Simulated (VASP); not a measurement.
Al7Ni8: single point with PBEsol

System: Al7Ni8, a slab with vacuum.

```
CELL_PARAMETERS angstrom
4.04771 0.00000 0.00000
-2.02386 3.50542 0.00000
0.00000 0.00000 26.56730
ATOMIC_POSITIONS crystal
Ni 0.33333 0.66667 0.28230
Ni 0.00000 0.00000 0.34450
Ni 0.66667 0.33333 0.40670
Ni 0.33333 0.66667 0.46890
Ni 0.00000 0.00000 0.53110
Ni 0.66667 0.33333 0.59330
Ni 0.33333 0.66667 0.65550
Ni 0.00000 0.00000 0.71770
Al 0.66667 0.33333 0.31340
Al 0.33333 0.66667 0.37560
Al 0.00000 0.00000 0.43780
Al 0.66667 0.33333 0.50000
Al 0.33333 0.66667 0.56220
Al 0.00000 0.00000 0.62440
Al 0.66667 0.33333 0.68660
```

```
Program                : VASP 6.6.1
Task                   : single point
Functional             : PBEsol
Potentials or basis    : VASP PAW PBE potentials, release 64 (Ni, Al)
Cutoff                 : 520 eV
k mesh                 : 9 × 9 × 1
Occupations            : gaussian, width 1.5 eV
Spin                   : no spin polarisation
Dipole correction      : yes
Further INCAR settings : ALGO = Normal; EDIFF = 1e-06; NBANDS = 64; NELMDL = -8
```

```
Largest force          : 0.959 eV/Å
Band gap on the k mesh : zero (an odd number of electrons rules out a gap without spin polarisation)
```

Forces in eV/Å, atoms in the order of the input:
```
Ni   0.000  0.000  0.959
Ni   0.000  0.000 -0.436
Ni   0.000  0.000  0.018
Ni   0.000  0.000  0.017
Ni   0.000  0.000 -0.017
Ni   0.000  0.000 -0.018
Ni   0.000  0.000  0.436
Ni   0.000  0.000 -0.959
Al   0.000  0.000 -0.601
Al   0.000  0.000 -0.243
Al   0.000  0.000 -0.067
Al   0.000  0.000  0.000
Al   0.000  0.000  0.067
Al   0.000  0.000  0.243
Al   0.000  0.000  0.601
```

Levels at points of the mesh, in eV from the Fermi level:
```
           k point  band 48  band 49  band 50  band 51  band 52  band 53  band 54  band 55  band 56  band 57
(0.00, 0.00, 0.00)     1.15     1.70     1.70     1.81     1.81     1.98     2.12     2.12     2.57     2.57
```

It took 18 min on 1 thread of Intel(R) Xeon(R) 6975P-C (Granite Rapids), with other jobs on the host, peak memory 0.51 GiB.

Caveat: so wide a smearing shifts energies and pressures; the PAW data sets were made with another functional, which shifts forces and pressure a little. Spin polarisation is off, so any magnetic state and its effect on volume and gap are missing.
